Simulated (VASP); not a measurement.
# Cd3CuO (P1) in VASP: relaxation of cell and atoms with PBE

Aim: the relaxation of cell and atoms of Cd3CuO with PBE.

All numbers are computed with VASP 6.6.1; they aren't measurements. Logs are shortened: lines on timing, memory, paths and dates and some standing lists are left out, and cuts for length are marked.

## 1. The cell of the first run

The typed cell holds 10 atoms: a = 3.161 Å, b = 6.502 Å, c = 8.862 Å, α = 88.57°, β = 88.45°, γ = 89.98°.

## 2. Relaxation of cell and atoms, PBE

Contents of INCAR:

```
SYSTEM = Cd3CuO
ALGO = Normal
EDIFF = 1E-7
EDIFFG = -0.025
ENCUT = 600
GGA = PE
GGA_COMPAT = .FALSE.
IBRION = 2
ISIF = 3
ISMEAR = 0
KPAR = 4
LASPH = .TRUE.
LCHARG = .FALSE.
LREAL = .FALSE.
LWAVE = .FALSE.
NELM = 120
NELMIN = 4
NSW = 80
PREC = Accurate
SIGMA = 0.2
```

Contents of KPOINTS:

```
k-points
0
G
  8 4 4
  0 0 0
```

Contents of POSCAR:

```
Cd3CuO
1.0
    3.1605316995      0.0002886132      0.0430792551
    0.0005772264      6.5017819223      0.0803352515
    0.1193374216      0.1112716752      8.8609532986
Cd Cu O
6 2 2
Direct
    0.4952756737      0.2562705474      0.4168721220
    0.5164708441      0.7514069067      0.4122946981
    0.0009443872      1.0046111567      0.0656065144
    0.0019532141      0.4852675126      0.0690069850
    0.9776534282      0.4956963946      0.6682219824
    0.9885432135      1.0052738355      0.6554991994
    0.5131808609      0.2543544901      0.8468578274
    0.5170883809      0.7596146398      0.8587011356
    0.4700831484      0.2449066380      0.1630177185
    0.5188068489      0.7425978786      0.1643246573
```

Potentials or basis: VASP PAW PBE potentials, release 64 (Cd, Cu, O).

The run is started by

```
$ cat potpaw_PBE.64/Cd/POTCAR potpaw_PBE.64/Cu/POTCAR potpaw_PBE.64/O/POTCAR > POTCAR
$ mpirun -np 4 vasp_std > vasp.out
```

OUTCAR:

```text
SYSTEM = Cd3CuO
   EDIFF = 1E-7
   EDIFFG = -0.025
   ENCUT = 600
   GGA = PE
   IBRION = 2
   ISIF = 3
   ISMEAR = 0
   LASPH = .TRUE.
   LREAL = .FALSE.
   NELM = 120
   NELMIN = 4
   NSW = 80
   PREC = Accurate

 ion  position               nearest neighbor table
   1  0.495  0.256  0.417-   9 2.26   6 3.06   6 3.09   5 3.17   5 3.17   2 3.22   2 3.28   4 3.71
                             4 3.77
   2  0.516  0.751  0.412-  10 2.20   6 3.15   5 3.17   6 3.18   1 3.22   5 3.23   1 3.28   3 3.74

   3  0.001  0.005  0.066-   9 2.35  10 2.42   9 2.45  10 2.52   8 2.92   8 2.92   7 2.95   7 2.96
                             4 3.13   4 3.38   6 3.64   2 3.74
   4  0.002  0.485  0.069-   9 2.31   9 2.41  10 2.42  10 2.52   7 2.95   7 2.97   8 3.00   8 3.00
                             3 3.13   3 3.38   5 3.55   1 3.71   1 3.77
   5  0.978  0.496  0.668-   7 2.62   7 2.80   8 2.81   8 3.00   2 3.17   1 3.17   1 3.17   6 3.19
                             2 3.23   6 3.31   4 3.55
   6  0.989  0.005  0.655-   8 2.78   7 2.78   7 2.92   8 2.93   1 3.06   1 3.09   2 3.15   2 3.18
                             5 3.19   5 3.31   3 3.64
   7  0.513  0.254  0.847-   5 2.62   6 2.78   5 2.80   6 2.92   3 2.95   4 2.95   3 2.96   4 2.97

   8  0.517  0.760  0.859-   6 2.78   5 2.81   3 2.92   3 2.92   6 2.93   4 3.00   4 3.00   5 3.00

   9  0.470  0.245  0.163-   1 2.26   4 2.31   3 2.35   4 2.41   3 2.45
  10  0.519  0.743  0.164-   2 2.20   4 2.42   3 2.42   4 2.52   3 2.52

  LATTYP: Found a triclinic cell.
 ALAT       =    11.0246125839
 B/A-ratio  =     0.2867062464
 C/A-ratio  =     0.5897965290
 COS(alpha) =     0.0003484541
 COS(beta)  =     0.0202232158
 COS(gamma) =     0.5951913497

  Lattice vectors:

 A1 = (   6.4404008206,   0.1118489016,   8.9471118088)
 A2 = (   3.1605316995,   0.0002886132,   0.0430792551)
 A3 = (   0.0005772264,   6.5017819223,   0.0803352515)

Analysis of symmetry for initial positions (statically):
=====================================================================
 Subroutine PRICEL returns:
 Original cell was already a primitive cell.

 Routine SETGRP: Setting up the symmetry group for a
 triclinic supercell.

 Subroutine GETGRP returns: Found  1 space group operations
 (whereof  1 operations were pure point group operations)
 out of a pool of  2 trial point group operations.

The static configuration has the point symmetry C_1 .

Analysis of symmetry for dynamics (positions and initial velocities):
=====================================================================
 Subroutine PRICEL returns:
 Original cell was already a primitive cell.

 Routine SETGRP: Setting up the symmetry group for a
 triclinic supercell.

 Subroutine GETGRP returns: Found  1 space group operations
 (whereof  1 operations were pure point group operations)
 out of a pool of  2 trial point group operations.

The dynamic configuration has the point symmetry C_1 .

 Subroutine INISYM returns: Found  1 space group operations
 (whereof  1 operations are pure point group operations),
 and found     1 'primitive' translations

----------------------------------------------------------------------------------------

                                     Primitive cell

  volume of cell :     182.0228

  direct lattice vectors                    reciprocal lattice vectors
     3.160531699  0.000288613  0.043079255     0.316460553  0.000024570 -0.004262332
     0.000577226  6.501781922  0.080335251     0.000012285  0.153827859 -0.001931863
     0.119337422  0.111271675  8.860953299    -0.001538646 -0.001394755  0.112892911

  length of vectors
     3.160825292  6.502278235  8.862455425     0.316489257  0.153839989  0.112912011

  position of ions in fractional coordinates (direct lattice)
     0.495275674  0.256270547  0.416872122
     0.516470844  0.751406907  0.412294698
     0.000944387  0.004611157  0.065606514
     0.001953214  0.485267513  0.069006985
     0.977653428  0.495696395  0.668221982
     0.988543214  0.005273835  0.655499199
     0.513180861  0.254354490  0.846857827
     0.517088381  0.759614640  0.858701136
     0.470083148  0.244906638  0.163017719
     0.518806849  0.742597879  0.164324657

[... 31 lines left out ...]
  Shift w.r.t. Gamma in fractional coordinates (k-lattice)
     0.000000000  0.000000000  0.000000000

 Subroutine IBZKPT returns following result:
 ===========================================

 Found     68 irreducible k-points:

 Following reciprocal coordinates:
            Coordinates               Weight
  0.000000  0.000000  0.000000      1.000000
  0.125000  0.000000  0.000000      2.000000
  0.250000  0.000000  0.000000      2.000000
  0.375000  0.000000 -0.000000      2.000000
  0.500000  0.000000  0.000000      1.000000
  0.000000  0.250000  0.000000      2.000000
[... 16 lines left out ...]
  0.500000 -0.000000  0.250000      2.000000
 -0.375000 -0.000000  0.250000      2.000000
 [... further k-points ...]
   k-points           NKPTS =     68   k-points in BZ     NKDIM =     68   number of bands    NBANDS=     63
   number of dos      NEDOS =    301   number of ions     NIONS =     10
   total plane-waves  NPLWV = 108864
   dimension x,y,z NGX =    28 NGY =   54 NGZ =   72
   dimension x,y,z NGXF=    56 NGYF=  108 NGZF=  144
   ions per type =               6   2   2
   NGX,Y,Z   is equivalent  to a cutoff of  14.73, 13.81, 13.51 a.u.
   NGXF,Y,Z  is equivalent  to a cutoff of  29.45, 27.61, 27.01 a.u.
 SYSTEM =  Cd3CuO
   PREC   = accura    normal or accurate (medium, high low for compatibility)
   ISTART =      0    job   : 0-new  1-cont  2-samecut
   ICHARG =      2    charge: 1-file 2-atom 10-const
   ISPIN  =      1    spin polarized calculation?
   LNONCOLLINEAR =      F non collinear calculations
   LSORBIT =      F    spin-orbit coupling
   LASPH  =      T    aspherical Exc in radial PAW
   ENCUT  =  600.0 eV  44.10 Ry    6.64 a.u.   6.31 12.99 17.70*2*pi/ulx,y,z
   NELM   =    120;   NELMIN=  4; NELMDL= -5     # of ELM steps
   EDIFF  = 0.1E-06   stopping-criterion for ELM
   LREAL  =      F    real-space projection
   EDIFFG = -.3E-01   stopping-criterion for IOM
   NSW    =     80    number of steps for IOM
   IBRION =      2    ionic relax: 0-MD 1-quasi-New 2-CG
   NFREE  =      1    steps in history (QN), initial steepest desc. (CG)
   ISIF   =      3    stress and relaxation
   ISYM   =      2    0-nonsym 1-usesym 2-fastsym
   POTIM  = 0.5000    time-step for ionic-motion
   TEBEG  =    0.0;   TEEND  =   0.0 temperature during run
   PSTRESS=    0.0 pullay stress
   NELECT =     106.0000    total number of electrons
   NUPDOWN=      -1.0000    fix difference up-down
   EMIN   =  10.00;   EMAX   =-10.00  energy-range for DOS
   EFERMI =   0.00;   METHOD = LEGACY
   ISMEAR =     0;   SIGMA  =   0.20  broadening in eV -4-tet -1-fermi 0-gaus
   EFERMI_NEDOS =   21; number of points for ismear=-14 and -15
   IALGO  =     38    algorithm
   IMIX   =      4    mixing-type and parameters
     AMIX     =   0.40;   BMIX     =  1.00
     AMIX_MAG =   1.60;   BMIX_MAG =  1.00
  volume/ion in A,a.u.               =      18.20       122.84
  Fermi-wavevector in a.u.,A,eV,Ry     =   1.367104  2.583452 25.428919  1.868973
  Thomas-Fermi vector in A             =   2.493186
   LORBIT       =      0    0 simple, 1 ext, 2 COOP (PROOUT), +10 PAW based schemes
   GGA     = PE    functional components
   LHFCALC =     F    Hartree Fock is set to
   AEXX    =    0.0000 exact exchange contribution
   IVDW    =     0    specifies the selected vdW correction
   LEPSILON=     F    determine dielectric tensor
   LRPA    =     F    only Hartree local field effects (RPA)
 conjugate gradient relaxation of ions
 non-spin polarized calculation
 Gauss-broadening in eV      SIGMA  =   0.20
  energy-cutoff  :      600.00
  volume of cell :      182.02
 maximum number of plane-waves:      6096
 NGX is ok and might be reduce to    28
   NGX = 13   NGY = 25   NGZ = 35

--------------------------------------- Ionic step        1  -------------------------------------------

 number of electron     106.0000009 magnetization

 Free energy of the ion-electron system (eV)
  ---------------------------------------------------
  ext. energy  EPLUGINS =         0.00000000
  ---------------------------------------------------
  free energy    TOTEN  =       -24.10073425 eV

  energy without entropy =      -24.04040137  energy(sigma->0) =      -24.07056781

------------------------ aborting loop because EDIFF is reached ----------------------------------------

  FORCE on cell =-STRESS in cart. coord.  units (eV):
  Direction    XX          YY          ZZ          XY          YZ          ZX
  --------------------------------------------------------------------------------------
  -------------------------------------------------------------------------------------
  Total       -2.3964206     -4.3325406     -3.9370101      0.1596473     -0.7855442     -0.7769827
  in kB      -21.0934569    -38.1353159    -34.6538296      1.4052262     -6.9144136     -6.8390546
  external PRESSURE =     -31.2942008 kB  Pullay stress =       0.0000000 kB
[... 113 lines left out ...]
  FREE ENERGIE OF THE ION-ELECTRON SYSTEM (eV)
  ---------------------------------------------------
  free  energy   TOTEN  =       -24.2686737660 eV

  energy  without entropy=      -24.2128126790  energy(sigma->0) =      -24.24074322

[... ionic steps 4 to 15 ...]

--------------------------------------- Ionic step       16  -------------------------------------------

 number of electron     105.9999999 magnetization

------------------------ aborting loop because EDIFF is reached ----------------------------------------
[... 83 lines left out ...]
--------------------------------------- Ionic step       18  -------------------------------------------

 number of electron     105.9999994 magnetization

 Free energy of the ion-electron system (eV)
  ---------------------------------------------------
  ext. energy  EPLUGINS =         0.00000000
  ---------------------------------------------------
  free energy    TOTEN  =       -24.37511221 eV

  energy without entropy =      -24.30896492  energy(sigma->0) =      -24.34203856

 E-fermi :   3.3451     XC(G=0): -11.1361

 val. band max:        3.3246669577   @ k =   0.5000   0.5000   0.2500
 cond. band min:       3.3461429368   @ k =   0.0000  -0.0000   0.2500
 fundamental gap:      0.0214759790
 Fermi energy:         3.3451129255

 k-point     1 :       0.0000    0.0000    0.0000
  band No.  band energies     occupation
      1     -14.9955      2.00000
      2     -14.6474      2.00000
      3      -6.1622      2.00000
      4      -6.0397      2.00000
      5      -6.0285      2.00000
      6      -5.9581      2.00000
[... 1573 lines left out ...]
     62       7.8884      0.00000
     63       8.1335      0.00000

 [... further k-points ...]

------------------------ aborting loop because EDIFF is reached ----------------------------------------

  FORCE on cell =-STRESS in cart. coord.  units (eV):
  Direction    XX          YY          ZZ          XY          YZ          ZX
  --------------------------------------------------------------------------------------
  -------------------------------------------------------------------------------------
  Total       -0.0027762     -0.0104653      0.0062976     -0.0031265      0.0089982     -0.0001228
  in kB       -0.0257573     -0.0970970      0.0584295     -0.0290079      0.0834855     -0.0011396
  external PRESSURE =      -0.0214749 kB  Pullay stress =       0.0000000 kB
[... 25 lines left out ...]
  FREE ENERGIE OF THE ION-ELECTRON SYSTEM (eV)
  ---------------------------------------------------
  free  energy   TOTEN  =       -24.3751122064 eV

  energy  without entropy=      -24.3089649207  energy(sigma->0) =      -24.34203856

 reached required accuracy - stopping structural energy minimisation
```

Wall time 64 min (4 MPI ranks of Intel Xeon Platinum 8488C (Sapphire Rapids), shared host); peak memory 0.87 GiB.

What came out:

* Free energy: -24.3751 eV
* Relaxed volume: 17.27 Å³/atom
* Relaxed cell: a = 3.224 Å, b = 6.448 Å, c = 8.305 Å, α = 89.96°, β = 89.99°, γ = 89.96°
* Space group after relaxing (to 0.1 Å): Pmm2 (No. 25)
* Energy gained by relaxing: 27.4 meV/atom
* Ionic steps: 18
* Pressure after relaxing: 0.0 GPa
* Largest force after relaxing: 0.022 eV/Å
* Band gap on the k mesh: zero (bands 53 and 54 overlap by 3.31 eV)

Forces on the atoms (eV/Å):
```
Cd   0.007 -0.001  0.000
Cd  -0.012 -0.013  0.004
Cd  -0.003  0.008 -0.004
Cd  -0.001 -0.007 -0.004
Cd  -0.002  0.006  0.021
Cd   0.007 -0.007 -0.001
Cu  -0.003 -0.006 -0.014
Cu   0.002  0.011 -0.002
O   -0.001  0.009 -0.005
O    0.007  0.001  0.003
```

The path:
```
step  energy change (eV)  largest force (eV/Å)  pressure (GPa)  volume (Å³)
   1              0.0000                0.5930           -3.13       182.02
   2             -0.1636                0.4151            0.27       172.81
   3             -0.1679                0.3974            1.07       171.08
   4             -0.2174                0.1891            0.54       171.64
   5             -0.2286                0.2271            0.22       172.08
   6             -0.2425                0.1318           -0.19       172.91
   7             -0.2468                0.1260           -0.54       173.70
   8             -0.2542                0.1648            0.19       172.14
   9             -0.2544                0.1751            0.35       171.81
  10             -0.2618                0.1039            0.25       171.93
  11             -0.2656                0.1385            0.16       172.15
  12             -0.2698                0.0688           -0.23       173.06
  13             -0.2699                0.0694           -0.32       173.28
  14             -0.2718                0.0761            0.29       172.04
  15             -0.2721                0.0589            0.12       172.37
  16             -0.2736                0.0326            0.05       172.51
  17             -0.2741                0.0315            0.00       172.63
  18             -0.2744                0.0222            0.00       172.69
```

Final structure:
```
Cd Cu O
1.0
     3.22438    0.00089   -0.00003
     0.00219    6.44848    0.00132
     0.00106    0.00378    8.30525
Cd Cu O
6 2 2
Direct
  0.49744 0.25447 0.42376
  0.50454 0.74897 0.42061
  0.99988 0.00065 0.06759
  0.99970 0.49803 0.06134
  0.00037 0.50125 0.67146
  0.99941 0.99904 0.66307
  0.50003 0.24110 0.85422
  0.49970 0.75833 0.85629
  0.50025 0.25005 0.15321
  0.49868 0.74811 0.14886
```

Levels at points of the mesh, in eV from the Fermi level:
```
           k point  band 49  band 50  band 51  band 52  band 53  band 54  band 55  band 56  band 57  band 58
(0.00, 0.00, 0.00)    -2.34    -2.34    -2.06    -1.77    -1.74    -1.54     0.93     1.61     2.99     3.33
(0.50, 0.00, 0.00)    -2.06    -1.77    -1.73     0.09     0.10     0.93     1.31     1.60     1.62     2.23
(0.00, 0.50, 0.00)    -2.13    -2.11    -1.48    -1.44    -0.66    -0.63     1.59     1.69     3.73     3.83
(0.50, 0.50, 0.00)    -1.65    -1.64    -1.61    -1.58    -0.36    -0.32     1.25     1.26     2.91     2.93
(0.00, 0.00, 0.50)    -2.33    -2.32    -2.21    -1.77    -1.01    -0.51    -0.20     1.34     2.71     3.74
(0.50, 0.00, 0.50)    -2.13    -1.77    -1.01    -0.51    -0.22    -0.21     1.44     1.81     1.83     2.71
(0.00, 0.50, 0.50)    -2.42    -2.41    -2.12    -2.10     0.97     1.07     1.58     1.68     2.13     2.17
(0.50, 0.50, 0.50)    -2.01    -1.96    -1.78    -1.72     0.23     0.25     0.45     0.46     3.28     3.29
```

The gap in the log of VASP goes by the Fermi energy; the results here count the filled bands.